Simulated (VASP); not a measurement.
# BN (Qingsongite) (F-43m) in VASP: further runs

Runs on BN (Qingsongite). Level: PBE. Tasks: relaxation of the atoms.

Everything below comes from runs of VASP 6.6.1. Logs are shortened: lines on timing, memory, paths and dates and some standing lists are left out, and cuts for length are marked.

## 1. The cell of the first run

The structure is cubic, space group F-43m (No. 216). The conventional cell has a = 3.591 Å, b = 3.591 Å, c = 3.591 Å, α = 90.00°, β = 90.00°, γ = 90.00°. Within 2.1 Å of B (site symmetry -43m) lie 4 N at 1.55 Å. Within 2.1 Å of N (site symmetry -43m) lie 4 B at 1.55 Å.

## 2. Relaxation of the atoms, PBE (volume scaled by 0.98)

INCAR reads:

```
ALGO = Normal
EDIFF = 1E-6
EDIFFG = -0.02
ENCUT = 520
GGA = PE
IBRION = 2
ISIF = 2
ISMEAR = -1
LASPH = T
LCHARG = F
LREAL = F
LWAVE = F
NELM = 60
NSW = 80
PREC = Accurate
SIGMA = 0.02
```

KPOINTS reads:

```
k-points
0
Gamma
  14 14 14
```

POSCAR reads:

```
BN
1.0
    0.0000000000      1.7953687620      1.7953687620
    1.7953687620      0.0000000000      1.7953687620
    1.7953687620      1.7953687620      0.0000000000
B N
1 1
Direct
    0.0000000000      0.0000000000      0.0000000000
    0.2500000000      0.2500000000      0.2500000000
```

Potentials or basis: VASP PAW PBE potentials, release 64 (B, N).

The run is started by

```
cat potpaw_PBE.64/B/POTCAR potpaw_PBE.64/N/POTCAR > POTCAR
mpirun -np 1 vasp_std > vasp.out
```

OUTCAR:

```text
EDIFF = 1E-6
   EDIFFG = -0.02
   ENCUT = 520
   GGA = PE
   IBRION = 2
   ISIF = 2
   ISMEAR = -1
   LASPH = T
   LREAL = F
   NELM = 60
   NSW = 80
   PREC = Accurate

 ion  position               nearest neighbor table
   1  0.000  0.000  0.000-   2 1.55   2 1.55   2 1.55   2 1.55
   2  0.250  0.250  0.250-   1 1.55   1 1.55   1 1.55   1 1.55

  LATTYP: Found a face centered cubic cell.
 ALAT       =     3.5907375240

  Lattice vectors:

 A1 = (   0.0000000000,   1.7953687620,   1.7953687620)
 A2 = (   1.7953687620,   0.0000000000,   1.7953687620)
 A3 = (   1.7953687620,   1.7953687620,   0.0000000000)

Analysis of symmetry for initial positions (statically):
=====================================================================
 Subroutine PRICEL returns:
 Original cell was already a primitive cell.

 Routine SETGRP: Setting up the symmetry group for a
 face centered cubic supercell.

 Subroutine GETGRP returns: Found 24 space group operations
 (whereof 24 operations were pure point group operations)
 out of a pool of 48 trial point group operations.

The static configuration has the point symmetry T_d .

Analysis of symmetry for dynamics (positions and initial velocities):
=====================================================================
 Subroutine PRICEL returns:
 Original cell was already a primitive cell.

 Routine SETGRP: Setting up the symmetry group for a
 face centered cubic supercell.

 Subroutine GETGRP returns: Found 24 space group operations
 (whereof 24 operations were pure point group operations)
 out of a pool of 48 trial point group operations.

The dynamic configuration has the point symmetry T_d .

 Subroutine INISYM returns: Found 24 space group operations
 (whereof 24 operations are pure point group operations),
 and found     1 'primitive' translations

----------------------------------------------------------------------------------------

                                     Primitive cell

  volume of cell :      11.5742

  direct lattice vectors                    reciprocal lattice vectors
     0.000000000  1.795368762  1.795368762    -0.278494319  0.278494319  0.278494319
     1.795368762  0.000000000  1.795368762     0.278494319 -0.278494319  0.278494319
     1.795368762  1.795368762  0.000000000     0.278494319  0.278494319 -0.278494319

  length of vectors
     2.539034853  2.539034853  2.539034853     0.482366309  0.482366309  0.482366309

  position of ions in fractional coordinates (direct lattice)
     0.000000000  0.000000000  0.000000000
     0.250000000  0.250000000  0.250000000

  ion indices of the primitive-cell ions
   primitive index   ion index
                 1           1
                 2           2

----------------------------------------------------------------------------------------

 KPOINTS: k-points

Automatic generation of k-mesh.
 Grid dimensions read from file:
 generate k-points for:   14   14   14

 Generating k-lattice:

  Cartesian coordinates                     Fractional coordinates (reciprocal lattice)
    -0.019892451  0.019892451  0.019892451     0.071428571  0.000000000  0.000000000
     0.019892451 -0.019892451  0.019892451     0.000000000  0.071428571  0.000000000
     0.019892451  0.019892451 -0.019892451     0.000000000  0.000000000  0.071428571

  Length of vectors
     0.034454736  0.034454736  0.034454736

  Shift w.r.t. Gamma in fractional coordinates (k-lattice)
     0.000000000  0.000000000  0.000000000

 Subroutine IBZKPT returns following result:
 ===========================================

 Found    104 irreducible k-points:

 Following reciprocal coordinates:
            Coordinates               Weight
  0.000000  0.000000  0.000000      1.000000
  0.071429  0.000000  0.000000      8.000000
  0.142857  0.000000  0.000000      8.000000
  0.214286  0.000000  0.000000      8.000000
  0.285714  0.000000  0.000000      8.000000
  0.357143  0.000000  0.000000      8.000000
[... 16 lines left out ...]
  0.214286  0.142857  0.000000     24.000000
  0.285714  0.142857  0.000000     24.000000
 [... further k-points ...]
   k-points           NKPTS =    104   k-points in BZ     NKDIM =    104   number of bands    NBANDS=      8
   number of dos      NEDOS =    301   number of ions     NIONS =      2
   total plane-waves  NPLWV =   8000
   dimension x,y,z NGX =    20 NGY =   20 NGZ =   20
   dimension x,y,z NGXF=    40 NGYF=   40 NGZF=   40
   ions per type =               1   1
   NGX,Y,Z   is equivalent  to a cutoff of  13.10, 13.10, 13.10 a.u.
   NGXF,Y,Z  is equivalent  to a cutoff of  26.19, 26.19, 26.19 a.u.
 SYSTEM =  unknown system
   PREC   = accura    normal or accurate (medium, high low for compatibility)
   ISTART =      0    job   : 0-new  1-cont  2-samecut
   ICHARG =      2    charge: 1-file 2-atom 10-const
   ISPIN  =      1    spin polarized calculation?
   LNONCOLLINEAR =      F non collinear calculations
   LSORBIT =      F    spin-orbit coupling
   LASPH  =      T    aspherical Exc in radial PAW
   ENCUT  =  520.0 eV  38.22 Ry    6.18 a.u.   4.72  4.72  4.72*2*pi/ulx,y,z
   NELM   =     60;   NELMIN=  2; NELMDL= -5     # of ELM steps
   EDIFF  = 0.1E-05   stopping-criterion for ELM
   LREAL  =      F    real-space projection
   EDIFFG = -.2E-01   stopping-criterion for IOM
   NSW    =     80    number of steps for IOM
   IBRION =      2    ionic relax: 0-MD 1-quasi-New 2-CG
   NFREE  =      1    steps in history (QN), initial steepest desc. (CG)
   ISIF   =      2    stress and relaxation
   ISYM   =      2    0-nonsym 1-usesym 2-fastsym
   POTIM  = 0.5000    time-step for ionic-motion
   TEBEG  =    0.0;   TEEND  =   0.0 temperature during run
   PSTRESS=    0.0 pullay stress
   NELECT =       8.0000    total number of electrons
   NUPDOWN=      -1.0000    fix difference up-down
   EMIN   =  10.00;   EMAX   =-10.00  energy-range for DOS
   EFERMI =   0.00;   METHOD = LEGACY
   ISMEAR =    -1;   SIGMA  =   0.02  broadening in eV -4-tet -1-fermi 0-gaus
   EFERMI_NEDOS =   21; number of points for ismear=-14 and -15
   IALGO  =     38    algorithm
   IMIX   =      4    mixing-type and parameters
     AMIX     =   0.40;   BMIX     =  1.00
     AMIX_MAG =   1.60;   BMIX_MAG =  1.00
  volume/ion in A,a.u.               =       5.79        39.05
  Fermi-wavevector in a.u.,A,eV,Ry     =   1.447464  2.735311 28.506282  2.095153
  Thomas-Fermi vector in A             =   2.565416
   LORBIT       =      0    0 simple, 1 ext, 2 COOP (PROOUT), +10 PAW based schemes
   GGA     = PE    functional components
   LHFCALC =     F    Hartree Fock is set to
   AEXX    =    0.0000 exact exchange contribution
   IVDW    =     0    specifies the selected vdW correction
   LEPSILON=     F    determine dielectric tensor
   LRPA    =     F    only Hartree local field effects (RPA)
 conjugate gradient relaxation of ions
 non-spin polarized calculation
  energy-cutoff  :      520.00
  volume of cell :       11.57
 maximum number of plane-waves:       331
   NGX =  9   NGY =  9   NGZ =  9

 number of electron       7.9999998 magnetization

 Free energy of the ion-electron system (eV)
  ---------------------------------------------------
  ext. energy  EPLUGINS =         0.00000000
  ---------------------------------------------------
  free energy    TOTEN  =       -17.43866426 eV

  energy without entropy =      -17.43866426  energy(sigma->0) =      -17.43866426

 E-fermi :   8.1013     XC(G=0): -12.9221

 val. band max:        7.6537259825   @ k =   0.0000   0.0000   0.0000
 cond. band min:      12.1343161479   @ k =   0.5000   0.5000   0.0000
 fundamental gap:      4.4805901654
 Fermi energy:         8.1012532518

 k-point     1 :       0.0000    0.0000    0.0000
  band No.  band energies     occupation
      1     -12.8086      2.00000
      2       7.6537      2.00000
      3       7.6537      2.00000
      4       7.6537      2.00000
      5      16.5699      0.00000
      6      16.5699      0.00000
      7      16.5699      0.00000
      8      18.3338      0.00000

 k-point     2 :       0.0714    0.0000    0.0000
  band No.  band energies     occupation
      1     -12.6821      2.00000
      2       6.9594      2.00000
      3       7.5159      2.00000
      4       7.5159      2.00000
      5      16.7572      0.00000
      6      16.7797      0.00000
      7      16.7797      0.00000
      8      18.7395      0.00000

 k-point     3 :       0.1429    0.0000    0.0000
  band No.  band energies     occupation
      1     -12.3064      2.00000
      2       5.2737      2.00000
      3       7.1634      2.00000
      4       7.1634      2.00000
      5      17.0716      0.00000
      6      17.3001      0.00000
      7      17.3001      0.00000
      8      19.7802      0.00000

 k-point     4 :       0.2143    0.0000    0.0000
  band No.  band energies     occupation
      1     -11.6926      2.00000
      2       3.1798      2.00000
      3       6.7214      2.00000
      4       6.7214      2.00000
      5      17.3707      0.00000
      6      17.8815      0.00000
      7      17.8815      0.00000
      8      20.9667      0.00000

 k-point     5 :       0.2857    0.0000    0.0000
  band No.  band energies     occupation
      1     -10.8673      2.00000
      2       1.0258      2.00000
      3       6.2980      2.00000
      4       6.2980      2.00000
      5      17.6463      0.00000
      6      18.2917      0.00000
      7      18.2917      0.00000
      8      21.9484      0.00000
[... 177 lines left out ...]
 k-point    22 :       0.1429    0.1429    0.0000
  band No.  band energies     occupation
      1     -12.1399      2.00000
      2       6.0643      2.00000
      3       6.2415      2.00000
      4       6.2415      2.00000
      5      15.7405      0.00000
      6      18.5423      0.00000
      7      18.5423      0.00000
      8      19.6707      0.00000

 k-point    23 :       0.2143    0.1429    0.0000
  band No.  band energies     occupation
      1     -11.6894      2.00000
      2       4.4890      2.00000
      3       5.7016      2.00000
      4       6.1222      2.00000
      5      15.6759      0.00000
      6      19.1542      0.00000
      7      19.3553      0.00000
      8      20.1984      0.00000

 k-point    24 :       0.2857    0.1429    0.0000
  band No.  band energies     occupation
      1     -11.0122      2.00000
      2       2.5479      2.00000
      3       5.2575      2.00000
      4       5.7686      2.00000
      5      16.0030      0.00000
      6      19.5373      0.00000
      7      19.9723      0.00000
      8      20.6902      0.00000

 [... further k-points ...]
[... 5 lines left out ...]
  --------------------------------------------------------------------------------------
  -------------------------------------------------------------------------------------
  Total        0.8222777      0.8222777      0.8222777     -0.0000000      0.0000000      0.0000000
  in kB      113.8251231    113.8251231    113.8251231     -0.0000000      0.0000000      0.0000000
  external PRESSURE =     113.8251231 kB  Pullay stress =       0.0000000 kB

 VOLUME and BASIS-vectors are now :
 -----------------------------------------------------------------------------
  energy-cutoff  :      520.00
  volume of cell :       11.57
      direct lattice vectors                 reciprocal lattice vectors
     0.000000000  1.795368762  1.795368762    -0.278494319  0.278494319  0.278494319
     1.795368762  0.000000000  1.795368762     0.278494319 -0.278494319  0.278494319
     1.795368762  1.795368762  0.000000000     0.278494319  0.278494319 -0.278494319

 POSITION                                       TOTAL-FORCE (eV/Angst)
 -----------------------------------------------------------------------------------
      0.00000      0.00000      0.00000         0.000000      0.000000      0.000000
      0.89768      0.89768      0.89768        -0.000000     -0.000000     -0.000000
 -----------------------------------------------------------------------------------
    total drift:                                0.000000      0.000000      0.000000

  FREE ENERGIE OF THE ION-ELECTRON SYSTEM (eV)
  ---------------------------------------------------
  free  energy   TOTEN  =       -17.4386642567 eV

  energy  without entropy=      -17.4386642567  energy(sigma->0) =      -17.43866426

 reached required accuracy - stopping structural energy minimisation
```

Wall time 5.8 s (1 thread of Intel Xeon Platinum 8488C (Sapphire Rapids), shared host); peak memory 0.12 GiB.

Results:

```
Free energy             : -17.4387 eV
Pressure after relaxing : 11.4 GPa
Band gap on the k mesh  : 4.48 eV, indirect (least direct gap 8.92 eV)
```

Final structure:
```
CELL_PARAMETERS angstrom
0.00000 1.79537 1.79537
1.79537 0.00000 1.79537
1.79537 1.79537 0.00000
ATOMIC_POSITIONS crystal
B 0.00000 0.00000 0.00000
N 0.25000 0.25000 0.25000
```

Caveat: the relaxation stopped at its first step, so nothing moved. A k mesh can miss the band edges.

[end of part 1 of 2]
